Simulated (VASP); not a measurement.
# Ca (P6_3/mmc) in VASP: further runs, part 2 of 2

VASP 6.6.1.

### Step 3. Single point, LDA

This run uses another cell than the first one: it holds 2 atoms, not 4.

INCAR

```
  ALGO = Normal
  EDIFF = 1E-7
  ENCUT = 520
  ISIF = 2
  ISMEAR = -1
  LASPH = T
  LCHARG = F
  LREAL = F
  LWAVE = F
  NBANDS = 17
  NELM = 80
  PREC = Accurate
  SIGMA = 0.08
```

KPOINTS

```
k-points
0
Gamma
  16 16 9
```

POSCAR

```
Ca
1.0
    2.9016516304      0.0000000000      0.0000000000
   -1.4508258152      2.5129040249      0.0000000000
    0.0000000000      0.0000000000      4.1031656623
Ca
2
Direct
    0.3333333333      0.6666666667      0.2500000000
    0.6666666667      0.3333333333      0.7500000000
```

Potentials or basis: VASP PAW LDA potentials, release 64 (Ca_sv).

On the command line:

```console
cat potpaw_LDA.64/Ca_sv/POTCAR > POTCAR
mpirun -np 1 vasp_std > vasp.out
```

OUTCAR:

```text
EDIFF = 1E-7
   ENCUT = 520
   ISIF = 2
   ISMEAR = -1
   LASPH = T
   LREAL = F
   NELM = 80
   PREC = Accurate

 ion  position               nearest neighbor table
   1  0.333  0.667  0.250-   2 2.65   2 2.65   2 2.65   2 2.65   2 2.65   2 2.65
   2  0.667  0.333  0.750-   1 2.65   1 2.65   1 2.65   1 2.65   1 2.65   1 2.65

  LATTYP: Found a hexagonal cell.
 ALAT       =     2.9016516304
 C/A-ratio  =     1.4140793537

  Lattice vectors:

 A1 = (   2.9016516304,   0.0000000000,   0.0000000000)
 A2 = (  -1.4508258152,   2.5129040249,   0.0000000000)
 A3 = (   0.0000000000,   0.0000000000,   4.1031656623)

Analysis of symmetry for initial positions (statically):
=====================================================================
 Subroutine PRICEL returns:
 Original cell was already a primitive cell.

 Routine SETGRP: Setting up the symmetry group for a
 hexagonal supercell.

 Subroutine GETGRP returns: Found 24 space group operations
 (whereof 12 operations were pure point group operations)
 out of a pool of 24 trial point group operations.

The static configuration has the point symmetry D_3d.
 The point group associated with its full space group is D_6h.

Analysis of symmetry for dynamics (positions and initial velocities):
=====================================================================
 Subroutine PRICEL returns:
 Original cell was already a primitive cell.

 Routine SETGRP: Setting up the symmetry group for a
 hexagonal supercell.

 Subroutine GETGRP returns: Found 24 space group operations
 (whereof 12 operations were pure point group operations)
 out of a pool of 24 trial point group operations.

The dynamic configuration has the point symmetry D_3d.
 The point group associated with its full space group is D_6h.

 Subroutine INISYM returns: Found 24 space group operations
 (whereof 12 operations are pure point group operations),
 and found     1 'primitive' translations

----------------------------------------------------------------------------------------

                                     Primitive cell

  volume of cell :      29.9185

  direct lattice vectors                    reciprocal lattice vectors
     2.901651630  0.000000000  0.000000000     0.344631309  0.198972979  0.000000000
    -1.450825815  2.512904025  0.000000000     0.000000000  0.397945958  0.000000000
     0.000000000  0.000000000  4.103165662     0.000000000  0.000000000  0.243714264

  length of vectors
     2.901651630  2.901651630  4.103165662     0.397945958  0.397945958  0.243714264

  position of ions in fractional coordinates (direct lattice)
     0.333333333  0.666666667  0.250000000
     0.666666667  0.333333333  0.750000000

  ion indices of the primitive-cell ions
   primitive index   ion index
                 1           1
                 2           2

----------------------------------------------------------------------------------------

 KPOINTS: k-points

Automatic generation of k-mesh.
 Grid dimensions read from file:
 generate k-points for:   16   16    9

 Generating k-lattice:

  Cartesian coordinates                     Fractional coordinates (reciprocal lattice)
     0.021539457  0.012435811  0.000000000     0.062500000  0.000000000  0.000000000
     0.000000000  0.024871622  0.000000000     0.000000000  0.062500000  0.000000000
     0.000000000  0.000000000  0.027079363     0.000000000  0.000000000  0.111111111

  Length of vectors
     0.024871622  0.024871622  0.027079363

  Shift w.r.t. Gamma in fractional coordinates (k-lattice)
     0.000000000  0.000000000  0.000000000

 Subroutine IBZKPT returns following result:
 ===========================================

 Found    150 irreducible k-points:

 Following reciprocal coordinates:
            Coordinates               Weight
  0.000000  0.000000  0.000000      1.000000
  0.062500  0.000000  0.000000      6.000000
  0.125000  0.000000  0.000000      6.000000
  0.187500 -0.000000  0.000000      6.000000
  0.250000  0.000000  0.000000      6.000000
  0.312500 -0.000000  0.000000      6.000000
[... 16 lines left out ...]
  0.187500  0.187500  0.000000      6.000000
  0.250000  0.187500  0.000000     12.000000
 [... further k-points ...]
   k-points           NKPTS =    150   k-points in BZ     NKDIM =    150   number of bands    NBANDS=     17
   number of dos      NEDOS =    301   number of ions     NIONS =      2
   total plane-waves  NPLWV =  18432
   dimension x,y,z NGX =    24 NGY =   24 NGZ =   32
   dimension x,y,z NGXF=    48 NGYF=   48 NGZF=   64
   ions per type =               2
   NGX,Y,Z   is equivalent  to a cutoff of  13.75, 13.75, 12.97 a.u.
   NGXF,Y,Z  is equivalent  to a cutoff of  27.50, 27.50, 25.93 a.u.
 SYSTEM =  unknown system
   PREC   = accura    normal or accurate (medium, high low for compatibility)
   ISTART =      0    job   : 0-new  1-cont  2-samecut
   ICHARG =      2    charge: 1-file 2-atom 10-const
   ISPIN  =      1    spin polarized calculation?
   LNONCOLLINEAR =      F non collinear calculations
   LSORBIT =      F    spin-orbit coupling
   LASPH  =      T    aspherical Exc in radial PAW
   ENCUT  =  520.0 eV  38.22 Ry    6.18 a.u.   5.40  5.40  7.63*2*pi/ulx,y,z
   NELM   =     80;   NELMIN=  2; NELMDL= -5     # of ELM steps
   EDIFF  = 0.1E-06   stopping-criterion for ELM
   LREAL  =      F    real-space projection
   EDIFFG = 0.1E-05   stopping-criterion for IOM
   NSW    =      0    number of steps for IOM
   IBRION =     -1    ionic relax: 0-MD 1-quasi-New 2-CG
   NFREE  =      0    steps in history (QN), initial steepest desc. (CG)
   ISIF   =      2    stress and relaxation
   ISYM   =      2    0-nonsym 1-usesym 2-fastsym
   POTIM  = 0.5000    time-step for ionic-motion
   TEBEG  =    0.0;   TEEND  =   0.0 temperature during run
   PSTRESS=    0.0 pullay stress
   NELECT =      20.0000    total number of electrons
   NUPDOWN=      -1.0000    fix difference up-down
   EMIN   =  10.00;   EMAX   =-10.00  energy-range for DOS
   EFERMI =   0.00;   METHOD = LEGACY
   ISMEAR =    -1;   SIGMA  =   0.08  broadening in eV -4-tet -1-fermi 0-gaus
   EFERMI_NEDOS =   21; number of points for ismear=-14 and -15
   IALGO  =     38    algorithm
   IMIX   =      4    mixing-type and parameters
     AMIX     =   0.40;   BMIX     =  1.00
     AMIX_MAG =   1.60;   BMIX_MAG =  1.00
  volume/ion in A,a.u.               =      14.96       100.95
  Fermi-wavevector in a.u.,A,eV,Ry     =   1.431434  2.705019 27.878394  2.049004
  Thomas-Fermi vector in A             =   2.551171
   LORBIT       =      0    0 simple, 1 ext, 2 COOP (PROOUT), +10 PAW based schemes
   GGA     = CA    functional components
   LHFCALC =     F    Hartree Fock is set to
   AEXX    =    0.0000 exact exchange contribution
   IVDW    =     0    specifies the selected vdW correction
   LEPSILON=     F    determine dielectric tensor
   LRPA    =     F    only Hartree local field effects (RPA)
 non-spin polarized calculation
  energy-cutoff  :      520.00
  volume of cell :       29.92
 maximum number of plane-waves:       826
 NGX is ok and might be reduce to    24

 number of electron      20.0000004 magnetization

 Free energy of the ion-electron system (eV)
  ---------------------------------------------------
  ext. energy  EPLUGINS =         0.00000000
  ---------------------------------------------------
  free energy    TOTEN  =         0.59052168 eV

  energy without entropy =        0.61194823  energy(sigma->0) =        0.60123495

 E-fermi :   7.7628     XC(G=0): -12.1624

 val. band max:        7.7596047488   @ k =   0.3125   0.2500   0.3333
 cond. band min:       7.7666626879   @ k =   0.2500   0.1875   0.1111
 fundamental gap:      0.0070579391
 Fermi energy:         7.7627606359

 k-point     1 :       0.0000    0.0000    0.0000
  band No.  band energies     occupation
      1     -32.8931      2.00000
      2     -31.6372      2.00000
      3     -15.6604      2.00000
      4     -13.0605      2.00000
      5     -13.0605      2.00000
      6     -12.3892      2.00000
[... 9 lines left out ...]
     16      12.0401      0.00000
     17      12.5727      0.00000
[... 441 lines left out ...]
 k-point    24 :       0.2500    0.1875    0.0000
  band No.  band energies     occupation
      1     -32.2577      2.00000
      2     -31.6638      2.00000
      3     -14.5561      2.00000
      4     -14.4605      2.00000
      5     -14.1288      2.00000
      6     -13.4535      2.00000
[... 9 lines left out ...]
     16      14.8489      0.00000
     17      15.0188      0.00000

 [... further k-points ...]

------------------------ aborting loop because EDIFF is reached ----------------------------------------

  FORCE on cell =-STRESS in cart. coord.  units (eV):
  Direction    XX          YY          ZZ          XY          YZ          ZX
  --------------------------------------------------------------------------------------
  -------------------------------------------------------------------------------------
  Total       10.4160921     10.4160921     10.5116127      0.0000000      0.0000000     -0.0000000
  in kB      557.7957105    557.7957105    562.9109651      0.0000000      0.0000000     -0.0000000
  external PRESSURE =     559.5007954 kB  Pullay stress =       0.0000000 kB

 VOLUME and BASIS-vectors are now :
 -----------------------------------------------------------------------------
  energy-cutoff  :      520.00
  volume of cell :       29.92
      direct lattice vectors                 reciprocal lattice vectors
     2.901651630  0.000000000  0.000000000     0.344631309  0.198972979  0.000000000
    -1.450825815  2.512904025  0.000000000     0.000000000  0.397945958  0.000000000
     0.000000000  0.000000000  4.103165662     0.000000000  0.000000000  0.243714264

 POSITION                                       TOTAL-FORCE (eV/Angst)
 -----------------------------------------------------------------------------------
     -0.00000      1.67527      1.02579         0.000000     -0.000000      0.000000
      1.45083      0.83763      3.07737        -0.000000      0.000000     -0.000000
 -----------------------------------------------------------------------------------
    total drift:                               -0.000000      0.000000     -0.000000

  FREE ENERGIE OF THE ION-ELECTRON SYSTEM (eV)
  ---------------------------------------------------
  free  energy   TOTEN  =         0.5905216806 eV

  energy  without entropy=        0.6119482266  energy(sigma->0) =        0.60123495
```

OSZICAR:

```text
N       E                     dE             d eps       ncg     rms          rms(c)
DAV:   1     0.188808784601E+03    0.18881E+03   -0.10721E+04  5100   0.125E+03
DAV:   2     0.936060795671E+01   -0.17945E+03   -0.17604E+03  5499   0.356E+02
DAV:   3     0.493233619532E+00   -0.88674E+01   -0.86622E+01  9359   0.648E+01
DAV:   4     0.385177772400E+00   -0.10806E+00   -0.10790E+00  5642   0.741E+00
DAV:   5     0.382745173543E+00   -0.24326E-02   -0.24318E-02  7589   0.701E-01    0.364E+00
DAV:   6     0.542346843037E+00    0.15960E+00   -0.96579E-02  7520   0.142E+00    0.175E+00
DAV:   7     0.593886206227E+00    0.51539E-01   -0.10823E-01  7714   0.118E+00    0.393E-01
DAV:   8     0.590443546980E+00   -0.34427E-02   -0.11063E-02  6831   0.725E-01    0.111E-01
DAV:   9     0.590523277961E+00    0.79731E-04   -0.85042E-04  7107   0.225E-01    0.344E-02
DAV:  10     0.590520111303E+00   -0.31667E-05   -0.41600E-05  6424   0.409E-02    0.937E-03
DAV:  11     0.590521669258E+00    0.15580E-05   -0.20691E-06  5864   0.145E-02    0.350E-03
DAV:  12     0.590521680631E+00    0.11373E-07   -0.31466E-07  5056   0.554E-03
   1 F= 0.59052168E+00 E0= 0.60123495E+00  d E =-.214265E-01
```

Run time: 83 s. Hardware: 1 thread of Intel Xeon 8259CL, shared host; peak memory 0.18 GiB.

What came out:

| Item | Value |
| --- | --- |
| Free energy | 0.5905 eV |
| Pressure | 56.0 GPa |
| Band gap on the k mesh | zero (bands 10 and 11 overlap by 0.82 eV) |

Stress tensor (GPa, compression positive):
```
55.78  0.00  0.00
 0.00 55.78  0.00
 0.00  0.00 56.29
```

Caveat: the cell stands under pressure.

### Step 4. Single point, LDA

This run uses another cell than the first one: it holds 2 atoms, not 4.

INCAR

```
SYSTEM = Ca
PREC = Accurate
ENCUT = 520
EDIFF = 1E-7
ISMEAR = -1
SIGMA = 0.08
LREAL = .False.
LASPH = .True.
NELM = 60
ALGO = Normal
ISIF = 2
LWAVE = .False.
LCHARG = .False.
NBANDS = 17
```

KPOINTS

```
Automatic mesh
0
Gamma
  16 16 9
  0 0 0
```

POSCAR

```
Ca
1.0
    2.9013398149      0.0000000000      0.0000000000
   -1.4506699075      2.5126339847      0.0000000000
    0.0000000000      0.0000000000      4.1028220856
Ca
2
Direct
    0.3333333333      0.6666666667      0.2500000000
    0.6666666667      0.3333333333      0.7500000000
```

On the command line:

```console
cat potpaw_LDA.64/Ca_sv/POTCAR > POTCAR
mpirun -np 1 vasp_std > vasp.out
```

Wall time 82 s (1 thread of Intel Xeon 8259CL, shared host); peak memory 0.18 GiB.

It converged, with:

| Item | Value |
| --- | --- |
| Free energy | 0.5936 eV |
| Pressure | 56.0 GPa |
| Band gap on the k mesh | zero (bands 10 and 11 overlap by 0.82 eV) |

Stress tensor (GPa, compression positive):
```
55.82  0.00  0.00
 0.00 55.82  0.00
 0.00  0.00 56.32
```

Levels at points of the mesh, in eV from the Fermi level:
| k point | band 8 | band 9 | band 10 | band 11 | band 12 | band 13 |
| --- | --- | --- | --- | --- | --- | --- |
| (0.00, 0.00, 0.00) | -19.76 | -3.84 | -2.22 | 2.78 | 2.78 | 4.09 |
| (0.50, 0.00, 0.00) | -20.27 | -2.13 | -0.62 | -0.46 | 1.98 | 2.36 |

Caveat: the cell stands under pressure.

### Step 5. Overview

| task | cell | k mesh | cutoff (eV) | gap on the mesh (eV) | pressure (GPa) |
| --- | --- | --- | --- | --- | --- |
| relaxation of cell and atoms | relaxed to 55 GPa from a = 3.708, b = 3.708, c = 5.265 Å, angles 90.0, 90.0, 120.0°, 4 atoms, atomic positions A | 10 × 10 × 6 | 600 | none | 55.0 |
| single point | a = 2.902, b = 2.902, c = 4.103 Å, angles 90.0, 90.0, 120.0°, 2 atoms, atomic positions B | 16 × 16 × 9 | 520 | none | 56.0 |
| single point | a = 2.901, b = 2.901, c = 4.103 Å, angles 90.0, 90.0, 120.0°, 2 atoms, atomic positions B | 16 × 16 × 9 | 520 | none | 56.0 |

Alike in all rows: level LDA; potentials or basis VASP PAW LDA potentials, release 64 (Ca_sv); no spin polarisation; smearing fermi-dirac 0.08 eV.

Caveats: the cell stands under pressure (at least some runs); the cell is relaxed towards a set pressure, so the run minimises the enthalpy, not the energy (at least some runs); a cell axis changed by over 15 % at a fixed basis, so the end point is rough (at least some runs).

Absolute energies hang on the potentials; compare differences alone.
